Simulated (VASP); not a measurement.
# Sn3Br (Pm-3m) in VASP: notebook, part 2 of 2

VASP 6.6.1. The steps go on from the part before.

### Step 3. Single point, PBE

This run uses another cell than the first one, of 28.53 Å³/atom.

Input file INCAR:

```
ALGO = Normal
EDIFF = 1E-7
ENCUT = 520
GGA = PE
ISIF = 2
ISMEAR = 0
LASPH = True
LCHARG = False
LREAL = False
LWAVE = False
NBANDS = 32
NELM = 80
PREC = Accurate
SIGMA = 0.1
```

Input file KPOINTS:

```
k-points
0
Gamma
  4 4 4
```

Input file POSCAR:

```
Sn3Br
1.0
    4.8504448999      0.0000000000      0.0000000000
    0.0000000000      4.8504448999      0.0000000000
    0.0000000000      0.0000000000      4.8504448999
Sn Br
3 1
Direct
    0.0000000000      0.5000000000      0.5000000000
    0.5000000000      0.5000000000      0.0000000000
    0.5000000000      0.0000000000      0.5000000000
    0.0000000000      0.0000000000      0.0000000000
```

Potentials or basis: VASP PAW PBE potentials, release 64 (Sn_d, Br).

Started as:

```console
$ cat potpaw_PBE.64/Sn_d/POTCAR potpaw_PBE.64/Br/POTCAR > POTCAR
$ mpirun -np 1 vasp_std > vasp.out
```

OUTCAR:

```text
EDIFF = 1E-7
   ENCUT = 520
   GGA = PE
   ISIF = 2
   ISMEAR = 0
   LASPH = True
   LREAL = False
   NELM = 80
   PREC = Accurate

 ion  position               nearest neighbor table
   1  0.000  0.500  0.500-   2 3.43   3 3.43   2 3.43   3 3.43   2 3.43   3 3.43   2 3.43   3 3.43

   2  0.500  0.500  0.000-   1 3.43   3 3.43   1 3.43   3 3.43   3 3.43   3 3.43   1 3.43   1 3.43

   3  0.500  0.000  0.500-   1 3.43   2 3.43   2 3.43   1 3.43   2 3.43   2 3.43   1 3.43   1 3.43

   4  0.000  0.000  0.000-

  LATTYP: Found a simple cubic cell.
 ALAT       =     4.8504448999

  Lattice vectors:

 A1 = (   4.8504448999,   0.0000000000,   0.0000000000)
 A2 = (   0.0000000000,   4.8504448999,   0.0000000000)
 A3 = (   0.0000000000,   0.0000000000,   4.8504448999)

Analysis of symmetry for initial positions (statically):
=====================================================================
 Subroutine PRICEL returns:
[... 156 lines left out ...]
  free energy    TOTEN  =       -12.87672811 eV

  energy without entropy =      -12.85786164  energy(sigma->0) =      -12.86729488

 E-fermi :   6.6910     XC(G=0):  -9.8469

 val. band max:        6.5331313689   @ k =   0.5000   0.0000   0.0000
 cond. band min:       6.7043393750   @ k =   0.5000   0.5000   0.0000
 fundamental gap:      0.1712080061
 Fermi energy:         6.6909624000

 k-point     1 :       0.0000    0.0000    0.0000
  band No.  band energies     occupation
      1     -15.2121      2.00000
      2     -15.2121      2.00000
      3     -15.2121      2.00000
      4     -15.2110      2.00000
      5     -15.2110      2.00000
      6     -15.1577      2.00000
[... 339 lines left out ...]
     31      12.2339      0.00000
     32      12.4166      0.00000

------------------------ aborting loop because EDIFF is reached ----------------------------------------

  FORCE on cell =-STRESS in cart. coord.  units (eV):
  Direction    XX          YY          ZZ          XY          YZ          ZX
  --------------------------------------------------------------------------------------
  -------------------------------------------------------------------------------------
  Total       -0.2076674     -0.2076674     -0.2076674      0.0000000     -0.0000000      0.0000000
  in kB       -2.9156424     -2.9156424     -2.9156424      0.0000000     -0.0000000      0.0000000
  external PRESSURE =      -2.9156424 kB  Pullay stress =       0.0000000 kB

 VOLUME and BASIS-vectors are now :
 -----------------------------------------------------------------------------
  energy-cutoff  :      520.00
  volume of cell :      114.12
      direct lattice vectors                 reciprocal lattice vectors
     4.850444900  0.000000000  0.000000000     0.206166655  0.000000000  0.000000000
     0.000000000  4.850444900  0.000000000     0.000000000  0.206166655  0.000000000
     0.000000000  0.000000000  4.850444900     0.000000000  0.000000000  0.206166655

 POSITION                                       TOTAL-FORCE (eV/Angst)
 -----------------------------------------------------------------------------------
      0.00000      2.42522      2.42522         0.000000      0.000000      0.000000
      2.42522      2.42522      0.00000         0.000000      0.000000      0.000000
      2.42522      0.00000      2.42522         0.000000      0.000000      0.000000
      0.00000      0.00000      0.00000         0.000000      0.000000      0.000000
 -----------------------------------------------------------------------------------
    total drift:                                0.000000      0.000000      0.000000

  FREE ENERGIE OF THE ION-ELECTRON SYSTEM (eV)
  ---------------------------------------------------
  free  energy   TOTEN  =       -12.8767281149 eV

  energy  without entropy=      -12.8578616378  energy(sigma->0) =      -12.86729488
```

OSZICAR:

```text
N       E                     dE             d eps       ncg     rms          rms(c)
DAV:   1     0.471780184952E+03    0.47178E+03   -0.24166E+04   664   0.216E+03
DAV:   2     0.528361599975E+02   -0.41894E+03   -0.40611E+03   640   0.557E+02
DAV:   3    -0.982326031647E+01   -0.62659E+02   -0.60887E+02   792   0.180E+02
DAV:   4    -0.128922413535E+02   -0.30690E+01   -0.30639E+01   672   0.418E+01
DAV:   5    -0.129804272345E+02   -0.88186E-01   -0.88160E-01   896   0.773E+00    0.717E+00
DAV:   6    -0.128929892790E+02    0.87438E-01   -0.12940E-01   808   0.284E+00    0.430E+00
DAV:   7    -0.128763782150E+02    0.16611E-01   -0.94897E-02   752   0.207E+00    0.425E-01
DAV:   8    -0.128767508901E+02   -0.37268E-03   -0.97608E-03   752   0.920E-01    0.121E-01
DAV:   9    -0.128767114670E+02    0.39423E-04   -0.95292E-04   824   0.299E-01    0.354E-02
DAV:  10    -0.128767253576E+02   -0.13891E-04   -0.63147E-05   832   0.660E-02    0.146E-02
DAV:  11    -0.128767279453E+02   -0.25877E-05   -0.61447E-06   864   0.179E-02    0.512E-03
DAV:  12    -0.128767280507E+02   -0.10545E-06   -0.47769E-07   624   0.603E-03    0.153E-03
DAV:  13    -0.128767281149E+02   -0.64113E-07   -0.60056E-08   464   0.259E-03
   1 F= -.12876728E+02 E0= -.12867295E+02  d E =-.188665E-01
```

Wall time 18 s (1 thread of AMD EPYC 9R45 (Zen 5), shared host); peak memory 0.18 GiB.

Results:

| Quantity | Value |
| --- | --- |
| Free energy | -12.8767 eV |
| Pressure | -0.3 GPa |
| Band gap on the k mesh | zero (an odd number of electrons rules out a gap without spin polarisation) |

Levels at points of the mesh, in eV from the Fermi level:
```csv
k point,band 21,band 22,band 23,band 24,band 25,band 26,band 27,band 28
"(0.00, 0.00, 0.00)",-4.93,-4.93,-0.99,-0.99,-0.99,2.04,2.04,2.04
"(0.50, 0.00, 0.00)",-4.36,-3.27,-1.74,-1.74,-0.16,1.28,1.39,1.39
"(0.50, 0.50, 0.00)",-3.31,-3.31,-2.62,-0.83,0.01,0.01,0.02,2.15
"(0.50, 0.50, 0.50)",-5.65,-5.65,-4.47,0.35,0.35,0.35,5.34,5.34
```

Caveat: spin-orbit coupling is left out, which moves the levels of the heavy elements; an odd number of electrons without spin polarisation forces a metal; a magnetic or distorted state may lie lower.

### Step 4. Relaxation of cell and atoms, PBE

Input file INCAR:

```
PREC = Accurate
ENCUT = 600
EDIFF = 1E-6
ISMEAR = 0
SIGMA = 0.1
LREAL = F
LASPH = T
NELM = 80
ALGO = Normal
ISIF = 3
LWAVE = F
LCHARG = F
GGA = PE
IBRION = 2
NSW = 90
EDIFFG = -0.04
```

Input file KPOINTS:

```
Automatic mesh
0
Gamma
  4 4 4
```

Input file POSCAR:

```
Sn3Br
1.0
    4.6634127200      0.0000000000      0.0000000000
    0.0000000000      4.6634127200      0.0000000000
    0.0000000000      0.0000000000      4.6634127200
Sn Br
3 1
Direct
    0.0000000000      0.5000000000      0.5000000000
    0.5000000000      0.5000000000      0.0000000000
    0.5000000000      0.0000000000      0.5000000000
    0.0000000000      0.0000000000      0.0000000000
```

Started as:

```console
$ cat potpaw_PBE.64/Sn_d/POTCAR potpaw_PBE.64/Br/POTCAR > POTCAR
$ mpirun -np 1 vasp_std > vasp.out
```

Run time: 47 s. Hardware: 1 thread of AMD EPYC 9R45 (Zen 5), shared host; peak memory 0.23 GiB.

Results (log left out):

- Free energy: -12.8754 eV
- Relaxed volume: 28.31 Å³/atom
- Relaxed cell: a = 4.838 Å, b = 4.838 Å, c = 4.838 Å, α = 90.00°, β = 90.00°, γ = 90.00°
- Space group after relaxing (to 0.1 Å): Pm-3m (No. 221)
- Energy gained by relaxing: 48.0 meV/atom
- Ionic steps: 3
- Pressure after relaxing: 0.0 GPa
- Band gap on the k mesh: zero (an odd number of electrons rules out a gap without spin polarisation)

Step by step:
| step | energy change (eV) | largest force (eV/Å) | pressure (GPa) | volume (Å³) |
| --- | --- | --- | --- | --- |
| 1 | 0.0000 | 0.0000 | 5.80 | 101.42 |
| 2 | -0.1871 | 0.0000 | -0.72 | 115.48 |
| 3 | -0.1921 | 0.0000 | 0.00 | 113.23 |

Final structure:
```yaml
crystal:
  lattice:
    - [4.83787, 0.00000, 0.00000]
    - [0.00000, 4.83787, 0.00000]
    - [0.00000, 0.00000, 4.83787]
  atoms:
    - { symbol: Sn, position: [0.00000, 0.50000, 0.50000] }
    - { symbol: Sn, position: [0.50000, 0.50000, 0.00000] }
    - { symbol: Sn, position: [0.50000, 0.00000, 0.50000] }
    - { symbol: Br, position: [0.00000, 0.00000, 0.00000] }
```

Levels at points of the mesh, in eV from the Fermi level:
| k point | band 20 | band 21 | band 22 | band 23 | band 24 | band 25 | band 26 | band 27 | band 28 | band 29 |
| --- | --- | --- | --- | --- | --- | --- | --- | --- | --- | --- |
| (0.00, 0.00, 0.00) | -4.96 | -4.96 | -4.96 | -1.00 | -1.00 | -1.00 | 2.05 | 2.05 | 2.05 | 3.77 |
| (0.50, 0.00, 0.00) | -4.39 | -4.39 | -3.29 | -1.75 | -1.75 | -0.17 | 1.30 | 1.41 | 1.41 | 1.51 |
| (0.50, 0.50, 0.00) | -4.05 | -3.31 | -3.31 | -2.64 | -0.82 | 0.01 | 0.01 | 0.01 | 2.18 | 2.18 |
| (0.50, 0.50, 0.50) | -5.70 | -5.70 | -5.70 | -4.51 | 0.36 | 0.36 | 0.36 | 5.39 | 5.39 | 5.59 |

Caveat: spin-orbit coupling is left out, which moves the levels of the heavy elements; an odd number of electrons without spin polarisation forces a metal; a magnetic or distorted state may lie lower.

### Step 5. The runs side by side

```tsv
task	cell	cutoff (eV)	gap on the mesh (eV)	pressure (GPa)
single point	a = 4.663 Å, 4 atoms	520	none	5.7
single point	a = 4.850 Å, 4 atoms	520	none	-0.3
relaxation of cell and atoms	relaxed from a = 4.663 Å, 4 atoms	600	none	0.0
```

Alike in all rows: level PBE; potentials or basis VASP PAW PBE potentials, release 64 (Sn_d, Br); no spin polarisation; k mesh 4 × 4 × 4; smearing gaussian 0.1 eV.

Caveats: spin-orbit coupling is left out, which moves the levels of the heavy elements; an odd number of electrons without spin polarisation forces a metal; a magnetic or distorted state may lie lower; the cell stands under pressure (at least some runs).

Total energies depend on the potentials used, so only differences within one code and one set of settings carry meaning.
